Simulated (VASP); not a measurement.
Input of a VASP 6.6.1 run:

POSCAR

```
NaF
1.0
    2.1626439205      2.1626439205      0.0000000000
   -2.1626439205      2.1626439205      0.0000000000
    0.0000000000      2.1626439205      2.1626439205
Na F
1 1
Direct
    0.0000000000      0.0000000000      0.0000000000
    0.5000000000      0.5000000000      0.0000000000
```

Contents of INCAR.step1:

```
PREC     = Accurate       # precision mode
ENCUT    = 520            # plane-wave cutoff, eV
ISMEAR   = 0              # smearing method
SIGMA    = 0.01           # smearing width, eV
LREAL    = False          # projectors in reciprocal space
LASPH    = True           # aspherical terms in the spheres
NELM     = 60             # most SCF steps
NBANDS   = 14             # bands
GGA      = PE             # functional
ALGO     = Normal         # electronic algorithm
EDIFF    = 1E-4           # SCF threshold, eV
LWAVE    = True           # write WAVECAR
LCHARG   = False          # write CHGCAR
```

Contents of INCAR.step2:

```
PREC     = Accurate       # precision mode
ENCUT    = 520            # plane-wave cutoff, eV
EDIFF    = 1E-6           # SCF threshold, eV
ISMEAR   = 0              # smearing method
SIGMA    = 0.01           # smearing width, eV
LREAL    = False          # projectors in reciprocal space
LASPH    = True           # aspherical terms in the spheres
NELM     = 60             # most SCF steps
ALGO     = Normal         # electronic algorithm
ISIF     = 2              # what is computed and relaxed
LWAVE    = False          # write WAVECAR
LCHARG   = True           # write CHGCAR
METAGGA  = R2SCAN         # meta-GGA
LMIXTAU  = True         
LELF     = True           # ELF
LVHAR    = True         
NBANDS   = 14             # bands
ISTART   = 1
```

File KPOINTS:

```
regular mesh
0
Gamma
  8 8 8
```

Potentials or basis: VASP PAW PBE potentials, release 64 (Na_pv, F).

Command:

```console
$ cat potpaw_PBE.64/Na_pv/POTCAR potpaw_PBE.64/F/POTCAR > POTCAR
$ cp INCAR.step1 INCAR
$ mpirun -np 1 vasp_std > vasp.out
$ cp INCAR.step2 INCAR
$ mpirun -np 1 vasp_std > vasp.out
```

Task: Predict the band gap on the k mesh.

Result: 8.51 eV, direct.

Task: What does it give for the pressure?

Result: 14.7 GPa.

Caveat: the PAW data sets were made with another functional, which shifts forces and pressure a little. r2SCAN opens gaps a little over a GGA but as a rule still falls short of measured ones.
